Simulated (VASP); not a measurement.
# Si (P6_3/mmc) in VASP: notebook

Runs on Si. Level: PBE. Tasks: single point.

All numbers are computed with VASP 6.6.1; they aren't measurements. Logs are shortened: lines on timing, memory, paths and dates and some standing lists are left out, and cuts for length are marked.

## (1) The cell of the first run

The structure is hexagonal, space group P6_3/mmc (No. 194). The conventional cell has a = 2.463 Å, b = 2.463 Å, c = 4.153 Å, α = 90.00°, β = 90.00°, γ = 120.00°. Within 3.3 Å of Si (site symmetry -6m2) lie 12 Si at 2.46 to 2.52 Å.

## (2) Single point, PBE (volume scaled by 0.760)

INCAR

```
PREC = Accurate
ENCUT = 520
EDIFF = 1E-6
ISMEAR = 0
SIGMA = 0.05
LREAL = False
LASPH = True
NELM = 60
ALGO = Normal
ISIF = 2
LWAVE = False
LCHARG = False
GGA = PE
NBANDS = 11
```

KPOINTS

```
regular mesh
0
Gamma
  20 20 12
```

POSCAR

```
Si
1.0
    2.4626902348      0.0000000000      0.0000000000
   -1.2313451174      2.1327523050      0.0000000000
    0.0000000000      0.0000000000      4.1530183868
Si
2
Direct
    0.3333333333      0.6666666667      0.2500000000
    0.6666666667      0.3333333333      0.7500000000
```

Potentials or basis: VASP PAW PBE potentials, release 64 (Si).

On the command line:

```console
cat potpaw_PBE.64/Si/POTCAR > POTCAR
mpirun -np 1 vasp_std > vasp.out
```

OUTCAR:

```text
PREC = Accurate
   ENCUT = 520
   EDIFF = 1E-6
   ISMEAR = 0
   LREAL = False
   LASPH = True
   NELM = 60
   ISIF = 2
   GGA = PE

 ion  position               nearest neighbor table
   1  0.333  0.667  0.250-   2 2.52   2 2.52   2 2.52   2 2.52   2 2.52   2 2.52
   2  0.667  0.333  0.750-   1 2.52   1 2.52   1 2.52   1 2.52   1 2.52   1 2.52

  LATTYP: Found a hexagonal cell.
 ALAT       =     2.4626902348
 C/A-ratio  =     1.6863746516

  Lattice vectors:

 A1 = (   2.4626902348,   0.0000000000,   0.0000000000)
 A2 = (  -1.2313451174,   2.1327523050,   0.0000000000)
 A3 = (   0.0000000000,   0.0000000000,   4.1530183868)

Analysis of symmetry for initial positions (statically):
=====================================================================
 Subroutine PRICEL returns:
 Original cell was already a primitive cell.

 Routine SETGRP: Setting up the symmetry group for a
 hexagonal supercell.

 Subroutine GETGRP returns: Found 24 space group operations
 (whereof 12 operations were pure point group operations)
 out of a pool of 24 trial point group operations.

The static configuration has the point symmetry D_3d.
 The point group associated with its full space group is D_6h.

Analysis of symmetry for dynamics (positions and initial velocities):
=====================================================================
 Subroutine PRICEL returns:
 Original cell was already a primitive cell.

 Routine SETGRP: Setting up the symmetry group for a
 hexagonal supercell.

 Subroutine GETGRP returns: Found 24 space group operations
 (whereof 12 operations were pure point group operations)
 out of a pool of 24 trial point group operations.

The dynamic configuration has the point symmetry D_3d.
 The point group associated with its full space group is D_6h.

 Subroutine INISYM returns: Found 24 space group operations
 (whereof 12 operations are pure point group operations),
 and found     1 'primitive' translations

----------------------------------------------------------------------------------------

                                     Primitive cell

  volume of cell :      21.8129

  direct lattice vectors                    reciprocal lattice vectors
     2.462690235  0.000000000  0.000000000     0.406060001  0.234438851  0.000000000
    -1.231345117  2.132752305  0.000000000     0.000000000  0.468877702  0.000000000
     0.000000000  0.000000000  4.153018387     0.000000000  0.000000000  0.240788724

  length of vectors
     2.462690235  2.462690235  4.153018387     0.468877702  0.468877702  0.240788724

  position of ions in fractional coordinates (direct lattice)
     0.333333333  0.666666667  0.250000000
     0.666666667  0.333333333  0.750000000

  ion indices of the primitive-cell ions
   primitive index   ion index
                 1           1
                 2           2

----------------------------------------------------------------------------------------

 KPOINTS: regular mesh

Automatic generation of k-mesh.
 Grid dimensions read from file:
 generate k-points for:   20   20   12

 Generating k-lattice:

  Cartesian coordinates                     Fractional coordinates (reciprocal lattice)
     0.020303000  0.011721943  0.000000000     0.050000000  0.000000000  0.000000000
     0.000000000  0.023443885  0.000000000     0.000000000  0.050000000  0.000000000
     0.000000000  0.000000000  0.020065727     0.000000000  0.000000000  0.083333333

  Length of vectors
     0.023443885  0.023443885  0.020065727

  Shift w.r.t. Gamma in fractional coordinates (k-lattice)
     0.000000000  0.000000000  0.000000000

 Subroutine IBZKPT returns following result:
 ===========================================

 Found    308 irreducible k-points:

 Following reciprocal coordinates:
            Coordinates               Weight
  0.000000  0.000000  0.000000      1.000000
  0.050000 -0.000000  0.000000      6.000000
  0.100000  0.000000  0.000000      6.000000
  0.150000 -0.000000  0.000000      6.000000
  0.200000  0.000000  0.000000      6.000000
  0.250000  0.000000  0.000000      6.000000
[... 16 lines left out ...]
  0.200000  0.100000  0.000000     12.000000
  0.250000  0.100000  0.000000     12.000000
 [... further k-points ...]
   k-points           NKPTS =    308   k-points in BZ     NKDIM =    308   number of bands    NBANDS=     11
   number of dos      NEDOS =    301   number of ions     NIONS =      2
   total plane-waves  NPLWV =  10368
   dimension x,y,z NGX =    18 NGY =   18 NGZ =   32
   dimension x,y,z NGXF=    36 NGYF=   36 NGZF=   64
   ions per type =               2
   NGX,Y,Z   is equivalent  to a cutoff of  12.15, 12.15, 12.81 a.u.
   NGXF,Y,Z  is equivalent  to a cutoff of  24.30, 24.30, 25.62 a.u.
 SYSTEM =  unknown system
   PREC   = accura    normal or accurate (medium, high low for compatibility)
   ISTART =      0    job   : 0-new  1-cont  2-samecut
   ICHARG =      2    charge: 1-file 2-atom 10-const
   ISPIN  =      1    spin polarized calculation?
   LNONCOLLINEAR =      F non collinear calculations
   LSORBIT =      F    spin-orbit coupling
   LASPH  =      T    aspherical Exc in radial PAW
   ENCUT  =  520.0 eV  38.22 Ry    6.18 a.u.   4.58  4.58  7.72*2*pi/ulx,y,z
   NELM   =     60;   NELMIN=  2; NELMDL= -5     # of ELM steps
   EDIFF  = 0.1E-05   stopping-criterion for ELM
   LREAL  =      F    real-space projection
   EDIFFG = 0.1E-04   stopping-criterion for IOM
   NSW    =      0    number of steps for IOM
   IBRION =     -1    ionic relax: 0-MD 1-quasi-New 2-CG
   NFREE  =      0    steps in history (QN), initial steepest desc. (CG)
   ISIF   =      2    stress and relaxation
   ISYM   =      2    0-nonsym 1-usesym 2-fastsym
   POTIM  = 0.5000    time-step for ionic-motion
   TEBEG  =    0.0;   TEEND  =   0.0 temperature during run
   PSTRESS=    0.0 pullay stress
   NELECT =       8.0000    total number of electrons
   NUPDOWN=      -1.0000    fix difference up-down
   EMIN   =  10.00;   EMAX   =-10.00  energy-range for DOS
   EFERMI =   0.00;   METHOD = LEGACY
   ISMEAR =     0;   SIGMA  =   0.05  broadening in eV -4-tet -1-fermi 0-gaus
   EFERMI_NEDOS =   21; number of points for ismear=-14 and -15
   IALGO  =     38    algorithm
   IMIX   =      4    mixing-type and parameters
     AMIX     =   0.40;   BMIX     =  1.00
     AMIX_MAG =   1.60;   BMIX_MAG =  1.00
  volume/ion in A,a.u.               =      10.91        73.60
  Fermi-wavevector in a.u.,A,eV,Ry     =   1.171836  2.214449 18.683512  1.373199
  Thomas-Fermi vector in A             =   2.308274
   LORBIT       =      0    0 simple, 1 ext, 2 COOP (PROOUT), +10 PAW based schemes
   GGA     = PE    functional components
   LHFCALC =     F    Hartree Fock is set to
   AEXX    =    0.0000 exact exchange contribution
   IVDW    =     0    specifies the selected vdW correction
   LEPSILON=     F    determine dielectric tensor
   LRPA    =     F    only Hartree local field effects (RPA)
 non-spin polarized calculation
 Gauss-broadening in eV      SIGMA  =   0.05
  energy-cutoff  :      520.00
  volume of cell :       21.81
 maximum number of plane-waves:       606
   NGX =  9   NGY =  9   NGZ = 15

 number of electron       8.0000001 magnetization

 Free energy of the ion-electron system (eV)
  ---------------------------------------------------
  ext. energy  EPLUGINS =         0.00000000
  ---------------------------------------------------
  free energy    TOTEN  =        -9.09482697 eV

  energy without entropy =       -9.09416085  energy(sigma->0) =       -9.09449391

 E-fermi :  14.2972     XC(G=0): -12.3736

 val. band max:       14.2897645732   @ k =   0.4000   0.1000   0.0000
 cond. band min:      14.3057056640   @ k =   0.2000   0.1500   0.2500
 fundamental gap:      0.0159410908
 Fermi energy:        14.2972426785

 k-point     1 :       0.0000    0.0000    0.0000
  band No.  band energies     occupation
      1      -2.9900      2.00000
      2       5.2186      2.00000
      3       5.2731      2.00000
      4      25.4919      0.00000
      5      25.4919      0.00000
      6      25.9807      0.00000
      7      25.9807      0.00000
      8      26.2521      0.00000
      9      28.3897      0.00000
     10      30.3102      0.00000
     11      31.4926      0.00000

 k-point     2 :       0.0500   -0.0000    0.0000
  band No.  band energies     occupation
      1      -2.9102      2.00000
      2       5.2932      2.00000
      3       5.3503      2.00000
      4      23.7276      0.00000
      5      24.4319      0.00000
      6      25.6839      0.00000
      7      27.1728      0.00000
      8      27.1844      0.00000
      9      28.3871      0.00000
     10      30.2210      0.00000
     11      30.6357      0.00000

 k-point     3 :       0.1000    0.0000    0.0000
  band No.  band energies     occupation
      1      -2.6709      2.00000
      2       5.5169      2.00000
      3       5.5812      2.00000
      4      21.3545      0.00000
      5      23.2963      0.00000
      6      24.9813      0.00000
      7      27.2285      0.00000
      8      28.0874      0.00000
      9      28.6680      0.00000
     10      28.9662      0.00000
     11      29.6494      0.00000
[... 267 lines left out ...]
 k-point    23 :       0.2000    0.1000    0.0000
  band No.  band energies     occupation
      1      -0.7691      2.00000
      2       7.3051      2.00000
      3       7.3772      2.00000
      4      14.5910      0.00000
      5      17.3946      0.00000
      6      22.0900      0.00000
      7      22.0967      0.00000
      8      24.7808      0.00000
      9      25.5706      0.00000
     10      26.2298      0.00000
     11      30.2358      0.00000

 k-point    24 :       0.2500    0.1000    0.0000
  band No.  band energies     occupation
      1       0.0952      2.00000
      2       8.1230      2.00000
      3       8.1411      2.00000
      4      12.5243      2.00000
      5      16.6901      0.00000
      6      20.0569      0.00000
      7      20.2554      0.00000
      8      24.2534      0.00000
      9      24.8264      0.00000
     10      25.7150      0.00000
     11      30.7470      0.00000

 [... further k-points ...]

------------------------ aborting loop because EDIFF is reached ----------------------------------------

  FORCE on cell =-STRESS in cart. coord.  units (eV):
  Direction    XX          YY          ZZ          XY          YZ          ZX
  --------------------------------------------------------------------------------------
  -------------------------------------------------------------------------------------
  Total        6.0953650      6.0953650      6.0956016      0.0000000     -0.0000000      0.0000000
  in kB      447.7094243    447.7094243    447.7268066      0.0000000     -0.0000000      0.0000000
  external PRESSURE =     447.7152184 kB  Pullay stress =       0.0000000 kB

 VOLUME and BASIS-vectors are now :
 -----------------------------------------------------------------------------
  energy-cutoff  :      520.00
  volume of cell :       21.81
      direct lattice vectors                 reciprocal lattice vectors
     2.462690235  0.000000000  0.000000000     0.406060001  0.234438851  0.000000000
    -1.231345117  2.132752305  0.000000000     0.000000000  0.468877702  0.000000000
     0.000000000  0.000000000  4.153018387     0.000000000  0.000000000  0.240788724

 POSITION                                       TOTAL-FORCE (eV/Angst)
 -----------------------------------------------------------------------------------
     -0.00000      1.42183      1.03825        -0.000000      0.000000      0.000000
      1.23135      0.71092      3.11476         0.000000     -0.000000      0.000000
 -----------------------------------------------------------------------------------
    total drift:                               -0.000000      0.000000     -0.000000

  FREE ENERGIE OF THE ION-ELECTRON SYSTEM (eV)
  ---------------------------------------------------
  free  energy   TOTEN  =        -9.0948269724 eV

  energy  without entropy=       -9.0941608525  energy(sigma->0) =       -9.09449391
```

It took 20 s on 1 thread of AMD EPYC 9R45 (Zen 5), shared host; peak memory 0.13 GiB.

What came out:

```
Free energy            : -9.0948 eV
Pressure               : 44.8 GPa
Band gap on the k mesh : zero (band 4 reaches 25.49 eV, above the bottom of band 5 at 10.63 eV)
```

## (3) Single point, PBE (volume scaled by 0.640)

INCAR

```
SYSTEM = Si
PREC     = Accurate       ! precision mode
ENCUT    = 520            ! plane-wave cutoff, eV
EDIFF    = 1E-6           ! SCF threshold, eV
ISMEAR   = 0              ! smearing method
SIGMA    = 0.05           ! smearing width, eV
LREAL    = .False.        ! projectors in reciprocal space
LASPH    = .True.         ! aspherical terms in the spheres
NELM     = 60             ! most SCF steps
ALGO     = Normal         ! electronic algorithm
ISIF     = 2              ! what is computed and relaxed
LWAVE    = .False.        ! write WAVECAR
LCHARG   = .False.        ! write CHGCAR
GGA      = PE             ! functional
NBANDS   = 11             ! bands
```

KPOINTS

```
Automatic mesh
0
Gamma
  22 22 12
  0 0 0
```

POSCAR

```
Si
1.0
    2.3248526720      0.0000000000      0.0000000000
   -1.1624263360      2.0133814740      0.0000000000
    0.0000000000      0.0000000000      3.9242705324
Si
2
Direct
    0.3333333333      0.6666666667      0.2500000000
    0.6666666667      0.3333333333      0.7500000000
```

Potentials or basis: VASP PAW PBE potentials, release 64 (Si).

On the command line:

```console
cat potpaw_PBE.64/Si/POTCAR > POTCAR
mpirun -np 1 vasp_std > vasp.out
```

It took 25 s on 1 thread of AMD EPYC 9R45 (Zen 5), shared host; peak memory 0.14 GiB.

Results (log left out):

```yaml
Free_energy: -7.5336 eV
Pressure: 108.4 GPa
Band_gap_on_the_k_mesh: zero (band 4 reaches 29.85 eV, above the bottom of band 5 at 13.75 eV)
```

Stress tensor (GPa, compression positive):
```
108.37   0.00   0.00
  0.00 108.37   0.00
  0.00   0.00 108.57
```

Levels at points of the mesh, in eV from the Fermi level:
| k point | band 1 | band 2 | band 3 | band 4 | band 5 | band 6 | band 7 | band 8 |
| --- | --- | --- | --- | --- | --- | --- | --- | --- |
| (0.00, 0.00, 0.00) | -19.20 | -10.39 | -9.69 | 12.64 | 12.64 | 12.64 | 12.89 | 12.89 |
| (0.50, 0.00, 0.00) | -10.64 | -10.50 | -2.58 | -1.73 | -1.63 | -0.68 | 5.65 | 8.57 |
| (0.00, 0.00, 0.50) | -16.86 | -16.86 | 0.79 | 0.79 | 13.66 | 13.66 | 13.66 | 13.66 |
| (0.50, 0.00, 0.50) | -9.05 | -9.05 | -7.43 | -7.43 | 6.81 | 6.81 | 7.55 | 7.55 |

## (4) Single point, PBE (volume scaled by 0.920)

INCAR

```
ALGO     = Normal         # electronic algorithm
EDIFF    = 1E-6           # SCF threshold, eV
ENCUT    = 520            # plane-wave cutoff, eV
GGA      = PE             # functional
ISIF     = 2              # what is computed and relaxed
ISMEAR   = 0              # smearing method
LASPH    = True           # aspherical terms in the spheres
LCHARG   = False          # write CHGCAR
LREAL    = False          # projectors in reciprocal space
LWAVE    = False          # write WAVECAR
NBANDS   = 11             # bands
NELM     = 60             # most SCF steps
PREC     = Accurate       # precision mode
SIGMA    = 0.05           # smearing width, eV
```

KPOINTS

```
k-points
0
Gamma
  20 20 10
```

POSCAR

```
Si
1.0
    2.6172474379      0.0000000000      0.0000000000
   -1.3086237190      2.2666027692      0.0000000000
    0.0000000000      0.0000000000      4.4511076610
Si
2
Direct
    0.3333333333      0.6666666667      0.2500000000
    0.6666666667      0.3333333333      0.7500000000
```

On the command line:

```console
cat potpaw_PBE.64/Si/POTCAR > POTCAR
mpirun -np 1 vasp_std > vasp.out
```

Wall time 23 s (1 thread of AMD EPYC 9R45 (Zen 5), shared host); peak memory 0.14 GiB.

The run converged. Its results:

```yaml
Free_energy: -9.7762 eV
Pressure: 8.6 GPa
Band_gap_on_the_k_mesh: zero (band 4 reaches 21.02 eV, above the bottom of band 5 at 7.68 eV)
```

Stress tensor (GPa, compression positive):
```
8.64 0.00 0.00
0.00 8.64 0.00
0.00 0.00 8.55
```

Levels at points of the mesh, in eV from the Fermi level:
```
           k point  band 1  band 2  band 3  band 4  band 5  band 6  band 7  band 8  band 9
(0.00, 0.00, 0.00)  -15.34   -8.49   -7.75    9.59    9.59   10.71   10.71   11.09   11.29
(0.50, 0.00, 0.00)   -8.61   -8.15   -1.98   -1.77   -1.37   -0.27    4.01    6.16    9.44
(0.00, 0.00, 0.50)  -13.51  -13.51    0.53    0.53   11.05   11.05   11.05   11.05   12.36
(0.50, 0.00, 0.50)   -6.92   -6.92   -6.29   -6.29    5.59    5.59    6.13    6.13    6.81
```

## (5) Overview

```csv
cell,k mesh,gap on the mesh (eV),pressure (GPa)
"a = 2.463, b = 2.463, c = 4.153 Å, angles 90.0, 90.0, 120.0°, 2 atoms",20 × 20 × 12,none,44.8
"a = 2.325, b = 2.325, c = 3.924 Å, angles 90.0, 90.0, 120.0°, 2 atoms",22 × 22 × 12,none,108.4
"a = 2.617, b = 2.617, c = 4.451 Å, angles 90.0, 90.0, 120.0°, 2 atoms",20 × 20 × 10,none,8.6
```

Alike in all rows: task single point; level PBE; potentials or basis VASP PAW PBE potentials, release 64 (Si); no spin polarisation; cutoff (eV) 520; smearing gaussian 0.05 eV.

Absolute energies hang on the potentials; compare differences alone.
